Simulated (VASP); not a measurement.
# Zr (P6_3/mmc) in VASP: further runs

Runs on Zr. Level: r2SCAN. Tasks: single point.

Everything below comes from runs of VASP 6.6.1. Logs are shortened: lines on timing, memory, paths and dates and some standing lists are left out, and cuts for length are marked.

## (1) The cell of the first run

Symmetry: P6_3/mmc, No. 194, hexagonal system. Conventional cell: a = 3.214 Å, b = 3.214 Å, c = 5.098 Å, α = 90.00°, β = 90.00°, γ = 120.00°. Zr (site symmetry -6m2) has 12 Zr at 3.15 to 3.21 Å within 4.1 Å.

## (2) Single point, r2SCAN (volume scaled by 0.97, then relaxed in part)

POSCAR reads:

```
Zr
1.0
    3.2136050283      0.0000000000      0.0000000000
   -1.6068025141      2.7830635922      0.0000000000
    0.0000000000      0.0000000000      5.0981815458
Zr
2
Direct
    0.3333333333      0.6666666667      0.2500000000
    0.6666666667      0.3333333333      0.7500000000
```

INCAR.step1 reads:

```
  PREC = Accurate
  ENCUT = 520
  ISMEAR = 0
  SIGMA = 0.1
  LREAL = False
  LASPH = True
  NELM = 80
  NBANDS = 19
  GGA = PE
  ALGO = Normal
  EDIFF = 1E-4
  LWAVE = True
  LCHARG = False
```

INCAR.step2 reads:

```
  PREC = Accurate
  ENCUT = 520
  EDIFF = 1E-6
  ISMEAR = 0
  SIGMA = 0.1
  LREAL = False
  LASPH = True
  NELM = 80
  ALGO = Normal
  ISIF = 2
  LWAVE = False
  LCHARG = False
  METAGGA = R2SCAN
  LMIXTAU = True
  NBANDS = 19
  ISTART = 1
```

KPOINTS reads:

```
regular mesh
0
Gamma
  18 18 8
```

Potentials or basis: VASP PAW PBE potentials, release 64 (Zr_sv).

Started as:

```
> cat potpaw_PBE.64/Zr_sv/POTCAR > POTCAR
> cp INCAR.step1 INCAR
> mpirun -np 1 vasp_std > vasp.out
> cp INCAR.step2 INCAR
> mpirun -np 1 vasp_std > vasp.out
```

OUTCAR:

```text
PREC = Accurate
   ENCUT = 520
   EDIFF = 1E-6
   ISMEAR = 0
   LREAL = False
   LASPH = True
   NELM = 80
   ISIF = 2
   METAGGA = R2SCAN
   ISTART = 1

 ion  position               nearest neighbor table
   1  0.333  0.667  0.250-   2 3.15   2 3.15   2 3.15   2 3.15   2 3.15   2 3.15
   2  0.667  0.333  0.750-   1 3.15   1 3.15   1 3.15   1 3.15   1 3.15   1 3.15

  LATTYP: Found a hexagonal cell.
 ALAT       =     3.2136050283
 C/A-ratio  =     1.5864368835

  Lattice vectors:

 A1 = (   3.2136050283,   0.0000000000,   0.0000000000)
 A2 = (  -1.6068025141,   2.7830635922,   0.0000000000)
 A3 = (   0.0000000000,   0.0000000000,   5.0981815458)

Analysis of symmetry for initial positions (statically):
=====================================================================
 Subroutine PRICEL returns:
 Original cell was already a primitive cell.

 Routine SETGRP: Setting up the symmetry group for a
 hexagonal supercell.

 Subroutine GETGRP returns: Found 24 space group operations
 (whereof 12 operations were pure point group operations)
 out of a pool of 24 trial point group operations.

The static configuration has the point symmetry D_3d.
 The point group associated with its full space group is D_6h.

Analysis of symmetry for dynamics (positions and initial velocities):
=====================================================================
 Subroutine PRICEL returns:
 Original cell was already a primitive cell.

 Routine SETGRP: Setting up the symmetry group for a
 hexagonal supercell.

 Subroutine GETGRP returns: Found 24 space group operations
 (whereof 12 operations were pure point group operations)
 out of a pool of 24 trial point group operations.

The dynamic configuration has the point symmetry D_3d.
 The point group associated with its full space group is D_6h.

 Subroutine INISYM returns: Found 24 space group operations
 (whereof 12 operations are pure point group operations),
 and found     1 'primitive' translations

----------------------------------------------------------------------------------------

                                     Primitive cell

  volume of cell :      45.5964

  direct lattice vectors                    reciprocal lattice vectors
     3.213605028  0.000000000  0.000000000     0.311177009  0.179658130  0.000000000
    -1.606802514  2.783063592  0.000000000     0.000000000  0.359316260  0.000000000
     0.000000000  0.000000000  5.098181546     0.000000000  0.000000000  0.196148370

  length of vectors
     3.213605028  3.213605028  5.098181546     0.359316260  0.359316260  0.196148370

  position of ions in fractional coordinates (direct lattice)
     0.333333333  0.666666667  0.250000000
     0.666666667  0.333333333  0.750000000

  ion indices of the primitive-cell ions
   primitive index   ion index
                 1           1
                 2           2

----------------------------------------------------------------------------------------

 KPOINTS: regular mesh

Automatic generation of k-mesh.
 Grid dimensions read from file:
 generate k-points for:   18   18    8

 Generating k-lattice:

  Cartesian coordinates                     Fractional coordinates (reciprocal lattice)
     0.017287612  0.009981007  0.000000000     0.055555556 -0.000000000  0.000000000
     0.000000000  0.019962014  0.000000000     0.000000000  0.055555556  0.000000000
     0.000000000  0.000000000  0.024518546     0.000000000  0.000000000  0.125000000

  Length of vectors
     0.019962014  0.019962014  0.024518546

  Shift w.r.t. Gamma in fractional coordinates (k-lattice)
     0.000000000  0.000000000  0.000000000

 Subroutine IBZKPT returns following result:
 ===========================================

 Found    185 irreducible k-points:

 Following reciprocal coordinates:
            Coordinates               Weight
  0.000000  0.000000  0.000000      1.000000
  0.055556  0.000000  0.000000      6.000000
  0.111111  0.000000  0.000000      6.000000
  0.166667  0.000000  0.000000      6.000000
  0.222222  0.000000  0.000000      6.000000
  0.277778  0.000000  0.000000      6.000000
[... 16 lines left out ...]
  0.333333  0.111111  0.000000     12.000000
  0.388889  0.111111  0.000000     12.000000
 [... further k-points ...]
   k-points           NKPTS =    185   k-points in BZ     NKDIM =    185   number of bands    NBANDS=     19
   number of dos      NEDOS =    301   number of ions     NIONS =      2
   total plane-waves  NPLWV =  23040
   dimension x,y,z NGX =    24 NGY =   24 NGZ =   40
   dimension x,y,z NGXF=    48 NGYF=   48 NGZF=   80
   ions per type =               2
   NGX,Y,Z   is equivalent  to a cutoff of  12.42, 12.42, 13.04 a.u.
   NGXF,Y,Z  is equivalent  to a cutoff of  24.83, 24.83, 26.09 a.u.
 SYSTEM =  unknown system
   PREC   = accura    normal or accurate (medium, high low for compatibility)
   ISTART =      1    job   : 0-new  1-cont  2-samecut
   ICHARG =      0    charge: 1-file 2-atom 10-const
   ISPIN  =      1    spin polarized calculation?
   LNONCOLLINEAR =      F non collinear calculations
   LSORBIT =      F    spin-orbit coupling
   LASPH  =      T    aspherical Exc in radial PAW
   ENCUT  =  520.0 eV  38.22 Ry    6.18 a.u.   5.98  5.98  9.48*2*pi/ulx,y,z
   NELM   =     80;   NELMIN=  2; NELMDL=  0     # of ELM steps
   EDIFF  = 0.1E-05   stopping-criterion for ELM
   LREAL  =      F    real-space projection
   EDIFFG = 0.1E-04   stopping-criterion for IOM
   NSW    =      0    number of steps for IOM
   IBRION =     -1    ionic relax: 0-MD 1-quasi-New 2-CG
   NFREE  =      0    steps in history (QN), initial steepest desc. (CG)
   ISIF   =      2    stress and relaxation
   ISYM   =      2    0-nonsym 1-usesym 2-fastsym
   POTIM  = 0.5000    time-step for ionic-motion
   TEBEG  =    0.0;   TEEND  =   0.0 temperature during run
   PSTRESS=    0.0 pullay stress
   NELECT =      24.0000    total number of electrons
   NUPDOWN=      -1.0000    fix difference up-down
   EMIN   =  10.00;   EMAX   =-10.00  energy-range for DOS
   EFERMI =   0.00;   METHOD = LEGACY
   ISMEAR =     0;   SIGMA  =   0.10  broadening in eV -4-tet -1-fermi 0-gaus
   EFERMI_NEDOS =   21; number of points for ismear=-14 and -15
   IALGO  =     38    algorithm
   IMIX   =      4    mixing-type and parameters
     AMIX     =   0.40;   BMIX     =  1.00
     AMIX_MAG =   1.60;   BMIX_MAG =  1.00
  volume/ion in A,a.u.               =      22.80       153.85
  Fermi-wavevector in a.u.,A,eV,Ry     =   1.321808  2.497854 23.771766  1.747176
  Thomas-Fermi vector in A             =   2.451535
   LORBIT       =      0    0 simple, 1 ext, 2 COOP (PROOUT), +10 PAW based schemes
   METAGGA = R2SCAN    functional components
   LHFCALC =     F    Hartree Fock is set to
   AEXX    =    0.0000 exact exchange contribution
   IVDW    =     0    specifies the selected vdW correction
   LEPSILON=     F    determine dielectric tensor
   LRPA    =     F    only Hartree local field effects (RPA)
 non-spin polarized calculation
 Gauss-broadening in eV      SIGMA  =   0.10
  energy-cutoff  :      520.00
  volume of cell :       45.60
 maximum number of plane-waves:      1254
 NGX is ok and might be reduce to    24
   NGX = 11   NGY = 11   NGZ = 19

 number of electron      24.0000000 magnetization

 Free energy of the ion-electron system (eV)
  ---------------------------------------------------
  ext. energy  EPLUGINS =         0.00000000
  ---------------------------------------------------
  free energy    TOTEN  =       -45.49313365 eV

  energy without entropy =      -45.48620294  energy(sigma->0) =      -45.48966829

 E-fermi :   9.2883     XC(G=0): -12.0554

 val. band max:        9.2794530927   @ k =   0.1111   0.0556   0.3750
 cond. band min:       9.2911337893   @ k =   0.0000   0.0000   0.3750
 fundamental gap:      0.0116806966
 Fermi energy:         9.2882507793

 k-point     1 :       0.0000    0.0000    0.0000
  band No.  band energies     occupation
      1     -41.2379      2.00000
      2     -41.0534      2.00000
      3     -19.1443      2.00000
      4     -18.1604      2.00000
      5     -18.1604      2.00000
      6     -18.0043      2.00000
[... 11 lines left out ...]
     18      11.6801      0.00000
     19      14.0885      0.00000

 k-point     2 :       0.0556    0.0000    0.0000
  band No.  band energies     occupation
      1     -41.2338      2.00000
      2     -41.0517      2.00000
      3     -19.1336      2.00000
      4     -18.1840      2.00000
      5     -18.1682      2.00000
      6     -18.0277      2.00000
[... 11 lines left out ...]
     18      11.5933      0.00000
     19      14.1548      0.00000

 k-point     3 :       0.1111    0.0000    0.0000
  band No.  band energies     occupation
      1     -41.2218      2.00000
      2     -41.0470      2.00000
      3     -19.1019      2.00000
      4     -18.2521      2.00000
      5     -18.1904      2.00000
      6     -18.0976      2.00000
[... 11 lines left out ...]
     18      11.3692      0.00000
     19      14.3182      0.00000

 k-point     4 :       0.1667    0.0000    0.0000
  band No.  band energies     occupation
      1     -41.2029      2.00000
      2     -41.0400      2.00000
      3     -19.0514      2.00000
      4     -18.3564      2.00000
      5     -18.2232      2.00000
      6     -18.2018      2.00000
[... 11 lines left out ...]
     18      11.7271      0.00000
     19      14.5135      0.00000

 k-point     5 :       0.2222    0.0000    0.0000
  band No.  band energies     occupation
      1     -41.1791      2.00000
      2     -41.0321      2.00000
      3     -18.9850      2.00000
      4     -18.4843      2.00000
      5     -18.3255      2.00000
      6     -18.2620      2.00000
[... 11 lines left out ...]
     18      12.2380      0.00000
     19      14.6941      0.00000

 k-point     6 :       0.2778    0.0000    0.0000
  band No.  band energies     occupation
      1     -41.1525      2.00000
      2     -41.0248      2.00000
      3     -18.9073      2.00000
      4     -18.6200      2.00000
      5     -18.4526      2.00000
      6     -18.3020      2.00000
[... 11 lines left out ...]
     18      12.8474      0.00000
     19      14.8382      0.00000

 k-point     7 :       0.3333    0.0000    0.0000
  band No.  band energies     occupation
      1     -41.1259      2.00000
      2     -41.0194      2.00000
      3     -18.8240      2.00000
      4     -18.7469      2.00000
      5     -18.5684      2.00000
      6     -18.3386      2.00000
[... 11 lines left out ...]
     18      13.5096      0.00000
     19      14.9414      0.00000

 k-point     8 :       0.3889    0.0000    0.0000
  band No.  band energies     occupation
      1     -41.1021      2.00000
      2     -41.0170      2.00000
      3     -18.8496      2.00000
      4     -18.7436      2.00000
      5     -18.6605      2.00000
      6     -18.3678      2.00000
[... 256 lines left out ...]
 k-point    20 :       0.1667    0.1111    0.0000
  band No.  band energies     occupation
      1     -41.1695      2.00000
      2     -41.0292      2.00000
      3     -18.9576      2.00000
      4     -18.4911      2.00000
      5     -18.4249      2.00000
      6     -18.2394      2.00000
[... 11 lines left out ...]
     18      12.6723      0.00000
     19      14.6105      0.00000

 k-point    21 :       0.2222    0.1111    0.0000
  band No.  band energies     occupation
      1     -41.1441      2.00000
      2     -41.0228      2.00000
      3     -18.8818      2.00000
      4     -18.6144      2.00000
      5     -18.5160      2.00000
      6     -18.2998      2.00000
[... 11 lines left out ...]
     18      13.3662      0.00000
     19      14.7037      0.00000

 k-point    22 :       0.2778    0.1111    0.0000
  band No.  band energies     occupation
      1     -41.1185      2.00000
      2     -41.0183      2.00000
      3     -18.8001      2.00000
      4     -18.7327      2.00000
      5     -18.5958      2.00000
      6     -18.3574      2.00000
[... 11 lines left out ...]
     18      14.1227      0.00000
     19      14.7745      0.00000

 k-point    23 :       0.3333    0.1111    0.0000
  band No.  band energies     occupation
      1     -41.0954      2.00000
      2     -41.0167      2.00000
      3     -18.8287      2.00000
      4     -18.7204      2.00000
      5     -18.6597      2.00000
      6     -18.4039      2.00000
[... 11 lines left out ...]
     18      14.8204      0.00000
     19      14.8928      0.00000

 k-point    24 :       0.3889    0.1111    0.0000
  band No.  band energies     occupation
      1     -41.0784      2.00000
      2     -41.0177      2.00000
      3     -18.8907      2.00000
      4     -18.7013      2.00000
      5     -18.6558      2.00000
      6     -18.4338      2.00000
[... 11 lines left out ...]
     18      14.8450      0.00000
     19      15.5864      0.00000

 [... further k-points ...]
[... 5 lines left out ...]
  --------------------------------------------------------------------------------------
  -------------------------------------------------------------------------------------
  Total        0.8613048      0.8613048      0.8975278      0.0000000      0.0000000      0.0000000
  in kB       30.2647099     30.2647099     31.5375237      0.0000000      0.0000000      0.0000000
  external PRESSURE =      30.6889811 kB  Pullay stress =       0.0000000 kB

 VOLUME and BASIS-vectors are now :
 -----------------------------------------------------------------------------
  energy-cutoff  :      520.00
  volume of cell :       45.60
      direct lattice vectors                 reciprocal lattice vectors
     3.213605028  0.000000000  0.000000000     0.311177009  0.179658130  0.000000000
    -1.606802514  2.783063592  0.000000000     0.000000000  0.359316260  0.000000000
     0.000000000  0.000000000  5.098181546     0.000000000  0.000000000  0.196148370

 POSITION                                       TOTAL-FORCE (eV/Angst)
 -----------------------------------------------------------------------------------
     -0.00000      1.85538      1.27455         0.000000      0.000000      0.000000
      1.60680      0.92769      3.82364        -0.000000     -0.000000      0.000000
 -----------------------------------------------------------------------------------
    total drift:                               -0.000000      0.000000     -0.000000

  FREE ENERGIE OF THE ION-ELECTRON SYSTEM (eV)
  ---------------------------------------------------
  free  energy   TOTEN  =       -45.4931336479 eV

  energy  without entropy=      -45.4862029378  energy(sigma->0) =      -45.48966829
```

Run time: 4.8 min. Hardware: 1 thread of Intel Xeon 6975P-C, shared host; peak memory 0.27 GiB.

Results:

```yaml
Free_energy: -45.4931 eV
Pressure: 3.1 GPa
Band_gap_on_the_k_mesh: zero (band 12 reaches 10.25 eV, above the bottom of band 13 at 9.00 eV)
```

Stress tensor (GPa, compression positive):
```
3.03 0.00 0.00
0.00 3.03 0.00
0.00 0.00 3.15
```

Caveat: the cell differs from its parent crystal (volume scaled by 0.97, then relaxed in part); the PAW data sets were made with another functional, which shifts forces and pressure a little.

## (3) Single point, r2SCAN

This run uses another cell than the first one, of 23.50 Å³/atom, 1.031 times its volume.

POSCAR reads:

```
Zr
1.0
    3.2463991813      0.0000000000      0.0000000000
   -1.6231995907      2.8114641618      0.0000000000
    0.0000000000      0.0000000000      5.1502073998
Zr
2
Direct
    0.3333333333      0.6666666667      0.2500000000
    0.6666666667      0.3333333333      0.7500000000
```

INCAR.step1 reads:

```
SYSTEM = Zr
PREC = Accurate ; ENCUT = 520
ISMEAR = 0 ; SIGMA = 0.1
LREAL = .False. ; LASPH = .True.
NELM = 80 ; NBANDS = 19
GGA = PE ; ALGO = Normal
EDIFF = 1E-4 ; LWAVE = .True.
LCHARG = .False.
```

INCAR.step2 reads:

```
SYSTEM = Zr
PREC = Accurate ; ENCUT = 520
EDIFF = 1E-6 ; ISMEAR = 0
SIGMA = 0.1 ; LREAL = .False.
LASPH = .True. ; NELM = 80
ALGO = Normal ; ISIF = 2
LWAVE = .False. ; LCHARG = .True.
METAGGA = R2SCAN ; LMIXTAU = .True.
LELF = .True. ; LVHAR = .True.
NBANDS = 19 ; ISTART = 1
```

KPOINTS reads:

```
regular mesh
0
Gamma
  18 18 8
  0 0 0
```

Potentials or basis: VASP PAW PBE potentials, release 64 (Zr_sv).

Started as:

```
> cat potpaw_PBE.64/Zr_sv/POTCAR > POTCAR
> cp INCAR.step1 INCAR
> mpirun -np 1 vasp_std > vasp.out
> cp INCAR.step2 INCAR
> mpirun -np 1 vasp_std > vasp.out
```

Run time: 4.8 min. Hardware: 1 thread of Intel Xeon 6975P-C, shared host; peak memory 0.27 GiB.

The run converged. Its results:

```yaml
Free_energy: -45.5065 eV
Pressure: 0.0 GPa
Band_gap_on_the_k_mesh: zero (band 12 reaches 9.90 eV, above the bottom of band 13 at 8.64 eV)
```

Levels at points of the mesh, in eV from the Fermi level:
```tsv
k point	band 8	band 9	band 10	band 11	band 12	band 13	band 14	band 15	band 16	band 17
(0.00, 0.00, 0.00)	-27.40	-6.01	-3.19	0.95	0.95	1.01	1.15	1.70	1.70	2.33
(0.50, 0.00, 0.00)	-27.51	-2.68	-2.65	-2.24	-0.42	0.65	0.85	1.58	5.09	5.49
(0.00, 0.00, 0.50)	-27.47	-4.21	-4.21	0.03	0.03	0.86	0.86	0.86	0.86	4.19
(0.50, 0.00, 0.50)	-27.63	-2.99	-2.99	-1.08	-1.08	1.53	1.53	2.37	2.37	5.32
```

Caveat: the PAW data sets were made with another functional, which shifts forces and pressure a little.

[end of part 1 of 2]
